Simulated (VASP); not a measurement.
# Sn (Fd-3m) in VASP: single point with PBE

Aim: the single point of Sn with PBE.

All numbers are computed with VASP 6.6.1; they aren't measurements. Logs are shortened: lines on timing, memory, paths and dates and some standing lists are left out, and cuts for length are marked.

## Step 1: The cell of the first run

It takes space group Fd-3m (No. 227, cubic). Conventional cell: a = 6.467 Å, b = 6.467 Å, c = 6.467 Å, α = 90.00°, β = 90.00°, γ = 90.00°. Within 3.7 Å of Sn (site symmetry -43m) lie 4 Sn at 2.80 Å.

## Step 2: Single point, PBE

File INCAR:

```
  PREC = Accurate
  ENCUT = 520
  EDIFF = 1E-7
  ISMEAR = 1
  SIGMA = 0.05
  LREAL = F
  LASPH = T
  NELM = 100
  ALGO = Normal
  ISIF = 2
  LWAVE = F
  LCHARG = F
  GGA = PE
  NBANDS = 21
```

File KPOINTS:

```
regular mesh
0
Gamma
  7 7 7
```

File POSCAR:

```
Sn
1.0
    0.0000000000      3.2333430000      3.2333430000
    3.2333430000      0.0000000000      3.2333430000
    3.2333430000      3.2333430000      0.0000000000
Sn
2
Direct
    0.0000000000      0.0000000000      0.0000000000
    0.2500000000      0.2500000000      0.2500000000
```

Potentials or basis: VASP PAW PBE potentials, release 64 (Sn_d).

Command:

```sh
$ cat potpaw_PBE.64/Sn_d/POTCAR > POTCAR
$ mpirun -np 1 vasp_std > vasp.out
```

OUTCAR:

```text
PREC = Accurate
   ENCUT = 520
   EDIFF = 1E-7
   ISMEAR = 1
   LREAL = F
   LASPH = T
   NELM = 100
   ISIF = 2
   GGA = PE

 ion  position               nearest neighbor table
   1  0.000  0.000  0.000-   2 2.80   2 2.80   2 2.80   2 2.80
   2  0.250  0.250  0.250-   1 2.80   1 2.80   1 2.80   1 2.80

  LATTYP: Found a face centered cubic cell.
 ALAT       =     6.4666860000

  Lattice vectors:

 A1 = (   0.0000000000,   3.2333430000,   3.2333430000)
 A2 = (   3.2333430000,   0.0000000000,   3.2333430000)
 A3 = (   3.2333430000,   3.2333430000,   0.0000000000)

Analysis of symmetry for initial positions (statically):
=====================================================================
 Subroutine PRICEL returns:
 Original cell was already a primitive cell.

 Routine SETGRP: Setting up the symmetry group for a
 face centered cubic supercell.

 Subroutine GETGRP returns: Found 48 space group operations
 (whereof 24 operations were pure point group operations)
 out of a pool of 48 trial point group operations.

The static configuration has the point symmetry T_d .
 The point group associated with its full space group is O_h .

Analysis of symmetry for dynamics (positions and initial velocities):
=====================================================================
 Subroutine PRICEL returns:
 Original cell was already a primitive cell.

 Routine SETGRP: Setting up the symmetry group for a
 face centered cubic supercell.

 Subroutine GETGRP returns: Found 48 space group operations
 (whereof 24 operations were pure point group operations)
 out of a pool of 48 trial point group operations.

The dynamic configuration has the point symmetry T_d .
 The point group associated with its full space group is O_h .

 Subroutine INISYM returns: Found 48 space group operations
 (whereof 24 operations are pure point group operations),
 and found     1 'primitive' translations

----------------------------------------------------------------------------------------

                                     Primitive cell

  volume of cell :      67.6060

  direct lattice vectors                    reciprocal lattice vectors
     0.000000000  3.233343000  3.233343000    -0.154638713  0.154638713  0.154638713
     3.233343000  0.000000000  3.233343000     0.154638713 -0.154638713  0.154638713
     3.233343000  3.233343000  0.000000000     0.154638713  0.154638713 -0.154638713

  length of vectors
     4.572637522  4.572637522  4.572637522     0.267842108  0.267842108  0.267842108

  position of ions in fractional coordinates (direct lattice)
     0.000000000  0.000000000  0.000000000
     0.250000000  0.250000000  0.250000000

  ion indices of the primitive-cell ions
   primitive index   ion index
                 1           1
                 2           2

----------------------------------------------------------------------------------------

 KPOINTS: regular mesh

Automatic generation of k-mesh.
 Grid dimensions read from file:
 generate k-points for:    7    7    7

 Generating k-lattice:

  Cartesian coordinates                     Fractional coordinates (reciprocal lattice)
    -0.022091245  0.022091245  0.022091245     0.142857143  0.000000000  0.000000000
     0.022091245 -0.022091245  0.022091245     0.000000000  0.142857143  0.000000000
     0.022091245  0.022091245 -0.022091245     0.000000000  0.000000000  0.142857143

  Length of vectors
     0.038263158  0.038263158  0.038263158

  Shift w.r.t. Gamma in fractional coordinates (k-lattice)
     0.000000000  0.000000000  0.000000000

 Subroutine IBZKPT returns following result:
 ===========================================

 Found     20 irreducible k-points:

 Following reciprocal coordinates:
            Coordinates               Weight
  0.000000  0.000000  0.000000      1.000000
  0.142857  0.000000  0.000000      8.000000
  0.285714  0.000000  0.000000      8.000000
  0.428571  0.000000  0.000000      8.000000
  0.142857  0.142857  0.000000      6.000000
  0.285714  0.142857  0.000000     24.000000
[... 12 lines left out ...]
 -0.428571  0.428571  0.142857     24.000000
 -0.285714  0.428571  0.142857     24.000000
   k-points           NKPTS =     20   k-points in BZ     NKDIM =     20   number of bands    NBANDS=     21
   number of dos      NEDOS =    301   number of ions     NIONS =      2
   total plane-waves  NPLWV =  46656
   dimension x,y,z NGX =    36 NGY =   36 NGZ =   36
   dimension x,y,z NGXF=    72 NGYF=   72 NGZF=   72
   ions per type =               2
   NGX,Y,Z   is equivalent  to a cutoff of  13.09, 13.09, 13.09 a.u.
   NGXF,Y,Z  is equivalent  to a cutoff of  26.18, 26.18, 26.18 a.u.
 SYSTEM =  unknown system
   PREC   = accura    normal or accurate (medium, high low for compatibility)
   ISTART =      0    job   : 0-new  1-cont  2-samecut
   ICHARG =      2    charge: 1-file 2-atom 10-const
   ISPIN  =      1    spin polarized calculation?
   LNONCOLLINEAR =      F non collinear calculations
   LSORBIT =      F    spin-orbit coupling
   LASPH  =      T    aspherical Exc in radial PAW
   ENCUT  =  520.0 eV  38.22 Ry    6.18 a.u.   8.50  8.50  8.50*2*pi/ulx,y,z
   NELM   =    100;   NELMIN=  2; NELMDL= -5     # of ELM steps
   EDIFF  = 0.1E-06   stopping-criterion for ELM
   LREAL  =      F    real-space projection
   EDIFFG = 0.1E-05   stopping-criterion for IOM
   NSW    =      0    number of steps for IOM
   IBRION =     -1    ionic relax: 0-MD 1-quasi-New 2-CG
   NFREE  =      0    steps in history (QN), initial steepest desc. (CG)
   ISIF   =      2    stress and relaxation
   ISYM   =      2    0-nonsym 1-usesym 2-fastsym
   POTIM  = 0.5000    time-step for ionic-motion
   TEBEG  =    0.0;   TEEND  =   0.0 temperature during run
   PSTRESS=    0.0 pullay stress
   NELECT =      28.0000    total number of electrons
   NUPDOWN=      -1.0000    fix difference up-down
   EMIN   =  10.00;   EMAX   =-10.00  energy-range for DOS
   EFERMI =   0.00;   METHOD = LEGACY
   ISMEAR =     1;   SIGMA  =   0.05  broadening in eV -4-tet -1-fermi 0-gaus
   EFERMI_NEDOS =   21; number of points for ismear=-14 and -15
   IALGO  =     38    algorithm
   IMIX   =      4    mixing-type and parameters
     AMIX     =   0.40;   BMIX     =  1.00
     AMIX_MAG =   1.60;   BMIX_MAG =  1.00
  volume/ion in A,a.u.               =      33.80       228.11
  Fermi-wavevector in a.u.,A,eV,Ry     =   1.220298  2.306028 20.260790  1.489126
  Thomas-Fermi vector in A             =   2.355520
   LORBIT       =      0    0 simple, 1 ext, 2 COOP (PROOUT), +10 PAW based schemes
   GGA     = PE    functional components
   LHFCALC =     F    Hartree Fock is set to
   AEXX    =    0.0000 exact exchange contribution
   IVDW    =     0    specifies the selected vdW correction
   LEPSILON=     F    determine dielectric tensor
   LRPA    =     F    only Hartree local field effects (RPA)
 non-spin polarized calculation
 Methfessel and Paxton  Order N= 1 SIGMA  =   0.05
  energy-cutoff  :      520.00
  volume of cell :       67.61
 maximum number of plane-waves:      1841
 NGX is ok and might be reduce to    36
   NGX = 17   NGY = 17   NGZ = 17

 number of electron      28.0000008 magnetization

 Free energy of the ion-electron system (eV)
  ---------------------------------------------------
  ext. energy  EPLUGINS =         0.00000000
  ---------------------------------------------------
  free energy    TOTEN  =        -7.60981125 eV

  energy without entropy =       -7.60961379  energy(sigma->0) =       -7.60974543

 E-fermi :   5.7894     XC(G=0):  -8.9197

 val. band max:        5.4864106145   @ k =   0.1429   0.0000   0.0000
 cond. band min:       5.8041770331   @ k =   0.4286   0.0000   0.0000
 fundamental gap:      0.3177664186
 Fermi energy:         5.7894272302

 k-point     1 :       0.0000    0.0000    0.0000
  band No.  band energies     occupation
      1     -15.9469      2.00000
      2     -15.9469      2.00000
      3     -15.9469      2.00000
      4     -15.8858      2.00000
      5     -15.8858      2.00000
      6     -15.5680      2.00000
[... 13 lines left out ...]
     20      13.7429      0.00000
     21      13.7429      0.00000

 k-point     2 :       0.1429    0.0000    0.0000
  band No.  band energies     occupation
      1     -15.9604      2.00000
      2     -15.9604      2.00000
      3     -15.9419      2.00000
      4     -15.8665      2.00000
      5     -15.8665      2.00000
      6     -15.5938      2.00000
[... 13 lines left out ...]
     20      12.7669      0.00000
     21      12.7669      0.00000

 k-point     3 :       0.2857    0.0000    0.0000
  band No.  band energies     occupation
      1     -15.9764      2.00000
      2     -15.9764      2.00000
      3     -15.9305      2.00000
      4     -15.8390      2.00000
      5     -15.8390      2.00000
      6     -15.6174      2.00000
[... 13 lines left out ...]
     20      12.7857      0.00000
     21      12.7857      0.00000

 k-point     4 :       0.4286    0.0000    0.0000
  band No.  band energies     occupation
      1     -15.9833      2.00000
      2     -15.9833      2.00000
      3     -15.9209      2.00000
      4     -15.8251      2.00000
      5     -15.8251      2.00000
      6     -15.6277      2.00000
[... 13 lines left out ...]
     20      14.0542      0.00000
     21      14.0542      0.00000

 k-point     5 :       0.1429    0.1429    0.0000
  band No.  band energies     occupation
      1     -15.9581      2.00000
      2     -15.9581      2.00000
      3     -15.9558      2.00000
      4     -15.8692      2.00000
      5     -15.8451      2.00000
      6     -15.6327      2.00000
[... 13 lines left out ...]
     20      12.0229      0.00000
     21      13.9696      0.00000

 k-point     6 :       0.2857    0.1429    0.0000
  band No.  band energies     occupation
      1     -15.9826      2.00000
      2     -15.9722      2.00000
      3     -15.9361      2.00000
      4     -15.8448      2.00000
      5     -15.8119      2.00000
      6     -15.6675      2.00000
[... 13 lines left out ...]
     20      13.1406      0.00000
     21      13.7691      0.00000

 k-point     7 :       0.4286    0.1429    0.0000
  band No.  band energies     occupation
      1     -16.0003      2.00000
      2     -15.9842      2.00000
      3     -15.9077      2.00000
      4     -15.8195      2.00000
      5     -15.7976      2.00000
      6     -15.6757      2.00000
[... 13 lines left out ...]
     20      14.2006      0.00000
     21      14.6562      0.00000
[... 195 lines left out ...]
      1     -16.0121      2.00000
      2     -15.9999      2.00000
      3     -15.8606      2.00000
      4     -15.8268      2.00000
      5     -15.7254      2.00000
      6     -15.7161      2.00000
[... 13 lines left out ...]
     20      14.8280      0.00000
     21      16.1009      0.00000

 k-point    17 :       0.4286    0.2857    0.1429
  band No.  band energies     occupation
      1     -15.9953      2.00000
      2     -15.9936      2.00000
      3     -15.9066      2.00000
      4     -15.8211      2.00000
      5     -15.7763      2.00000
      6     -15.7039      2.00000
[... 13 lines left out ...]
     20      14.1053      0.00000
     21      14.7769      0.00000

 k-point    18 :      -0.4286    0.2857    0.1429
  band No.  band energies     occupation
      1     -16.0149      2.00000
      2     -16.0001      2.00000
      3     -15.8697      2.00000
      4     -15.7939      2.00000
      5     -15.7613      2.00000
      6     -15.7132      2.00000
[... 13 lines left out ...]
     20      14.2035      0.00000
     21      14.8979      0.00000

 k-point    19 :      -0.4286    0.4286    0.1429
  band No.  band energies     occupation
      1     -16.0105      2.00000
      2     -16.0081      2.00000
      3     -15.8619      2.00000
      4     -15.7899      2.00000
      5     -15.7589      2.00000
      6     -15.7005      2.00000
[... 13 lines left out ...]
     20      14.7987      0.00000
     21      16.0800      0.00000

 k-point    20 :      -0.2857    0.4286    0.1429
  band No.  band energies     occupation
      1     -16.0221      2.00000
      2     -16.0090      2.00000
      3     -15.8372      2.00000
      4     -15.7673      2.00000
      5     -15.7481      2.00000
      6     -15.7148      2.00000
[... 13 lines left out ...]
     20      14.5170      0.00000
     21      16.3112      0.00000

------------------------ aborting loop because EDIFF is reached ----------------------------------------

  FORCE on cell =-STRESS in cart. coord.  units (eV):
  Direction    XX          YY          ZZ          XY          YZ          ZX
  --------------------------------------------------------------------------------------
  -------------------------------------------------------------------------------------
  Total        1.5914887      1.5914887      1.5914887      0.0000000     -0.0000000     -0.0000000
  in kB       37.7162769     37.7162769     37.7162769      0.0000000     -0.0000000     -0.0000000
  external PRESSURE =      37.7162769 kB  Pullay stress =       0.0000000 kB

 VOLUME and BASIS-vectors are now :
 -----------------------------------------------------------------------------
  energy-cutoff  :      520.00
  volume of cell :       67.61
      direct lattice vectors                 reciprocal lattice vectors
     0.000000000  3.233343000  3.233343000    -0.154638713  0.154638713  0.154638713
     3.233343000  0.000000000  3.233343000     0.154638713 -0.154638713  0.154638713
     3.233343000  3.233343000  0.000000000     0.154638713  0.154638713 -0.154638713

 POSITION                                       TOTAL-FORCE (eV/Angst)
 -----------------------------------------------------------------------------------
      0.00000      0.00000      0.00000         0.000000      0.000000      0.000000
      1.61667      1.61667      1.61667        -0.000000     -0.000000     -0.000000
 -----------------------------------------------------------------------------------
    total drift:                                0.000000      0.000000      0.000000

  FREE ENERGIE OF THE ION-ELECTRON SYSTEM (eV)
  ---------------------------------------------------
  free  energy   TOTEN  =        -7.6098112529 eV

  energy  without entropy=       -7.6096137855  energy(sigma->0) =       -7.60974543
```

Run time: 12 s. Hardware: 1 thread of Intel Xeon 6975P-C (Granite Rapids), shared host; peak memory 0.2 GiB.

Results:

```yaml
Free_energy: -7.6098 eV
Pressure: 3.8 GPa
Band_gap_on_the_k_mesh: zero (band 14 reaches 5.84 eV, above the bottom of band 15 at 5.80 eV)
```

Levels at points of the mesh, in eV from the Fermi level:
| k point | band 10 | band 11 | band 12 | band 13 | band 14 | band 15 | band 16 | band 17 | band 18 | band 19 |
| --- | --- | --- | --- | --- | --- | --- | --- | --- | --- | --- |
| (0.00, 0.00, 0.00) | -21.35 | -10.71 | -0.59 | 0.05 | 0.05 | 0.05 | 2.13 | 2.13 | 2.13 | 5.00 |

Caveat: spin-orbit coupling is left out, which moves the levels of the heavy elements.
